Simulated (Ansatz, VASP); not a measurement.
# Ti3Al: VASP beside Ansatz

INCAR

```
SYSTEM = Ti3Al
PREC     = Accurate       ! precision mode
ENCUT    = 520            ! plane-wave cutoff, eV
EDIFF    = 1E-6           ! SCF threshold, eV
ISMEAR   = 0              ! smearing method
SIGMA    = 0.1            ! smearing width, eV
LREAL    = .False.        ! projectors in reciprocal space
LASPH    = .True.         ! aspherical terms in the spheres
NELM     = 150            ! most SCF steps
ALGO     = Normal         ! electronic algorithm
ISIF     = 2              ! what is computed and relaxed
LWAVE    = .False.        ! write WAVECAR
LCHARG   = .False.        ! write CHGCAR
ISPIN    = 2              ! spin polarisation
MAGMOM   = 0.27 0.27 1.13 0 ! initial moments
LORBIT   = 11             ! projections on sites
LMAXMIX  = 4              ! l up to which the mixer works
GGA      = PE             ! functional
NBANDS   = 32             ! bands
```

KPOINTS

```
regular mesh
0
Gamma
  12 12 12
  0 0 0
```

Contents of POSCAR:

```
Ti3Al
1.0
    0.0000000000      3.2306092806      3.2306092806
    3.2306092806      0.0000000000      3.2306092806
    3.2306092806      3.2306092806      0.0000000000
Ti Al
3 1
Direct
    0.7500000000      0.7500000000      0.7500000000
    0.2500000000      0.2500000000      0.2500000000
    0.0000000000      0.0000000000      0.0000000000
    0.5000000000      0.5000000000      0.5000000000
```

Input for Ansatz:

```yaml
crystal:
  lattice:
    - [0.0, 3.2306092806, 3.2306092806]
    - [3.2306092806, 0.0, 3.2306092806]
    - [3.2306092806, 3.2306092806, 0.0]
  atoms:
    - { symbol: Ti, position: [0.75, 0.75, 0.75], spin: 0.27 }
    - { symbol: Ti, position: [0.25, 0.25, 0.25], spin: 0.27 }
    - { symbol: Ti, position: [0.0, 0.0, 0.0], spin: 1.13 }
    - { symbol: Al, position: [0.5, 0.5, 0.5] }
basis:
  ecutwfc: 420
kpoints:
  mp_grid: { grid: [12, 12, 12] }
  band_path:
    path:
      - [[0.0, 0.0, 0.0], [0.5, 0.0, 0.5], [0.625, 0.25, 0.625]]
      - [[0.375, 0.375, 0.75], [0.0, 0.0, 0.0], [0.5, 0.5, 0.5], [0.5, 0.25, 0.75], [0.5, 0.0, 0.5]]
    npoints: 14
hamiltonian:
  xc: pbe
scf:
  occupations: { method: gaussian, width: 0.1 }
  n_extra_bands: 10
output:
  forces: true
  stress: true
  eigenvalues: true
  populations: true
  dos: { projected: true, de: 0.02, nscf_kmesh: { grid: [18, 18, 18] } }
  bader: true
  write_density: true
  write_potential: true
  elf: true
  volumetric_format: npy
magnetization:
  spin_polarized: true
checkpoint:
  read: start.run
  write: ck
  compress: false
  write_wavefunctions: false
  write_every: 100000
```

Alike in both runs: task single point; functional PBE; k mesh 12 × 12 × 12; occupations gaussian, width 0.1 eV; collinear spin.

|  | VASP | Ansatz |
| --- | --- | --- |
| version | VASP 6.6.1 | Ansatz 0.2.0 |
| potentials or method | VASP PAW PBE potentials, release 64 (Ti_sv, Al), cutoff 520 eV | scalar-relativistic, plane waves, PAW |
| valence electrons in the cell | 39 | 39 |

Ansatz gave:

| Quantity | Value |
| --- | --- |
| gap on the k mesh at the Fermi level (eV) | none |
| pressure (GPa) | 0.0 |
| net moment per atom (μB) | 0.49 |
| size of the moment on the site where the two differ most (μB) | 1.03 |

Which values does VASP return?

gap on the k mesh at the Fermi level (eV): none; pressure (GPa): -0.1; net moment per atom (μB): 0.49; size of the moment on the site where the two differ most (μB): 1.02.

Site moments also hang on the region over which each program counts them. A gap of «none» marks a metal or a gap that the smearing closes. Ansatz's warnings: stability check not made.
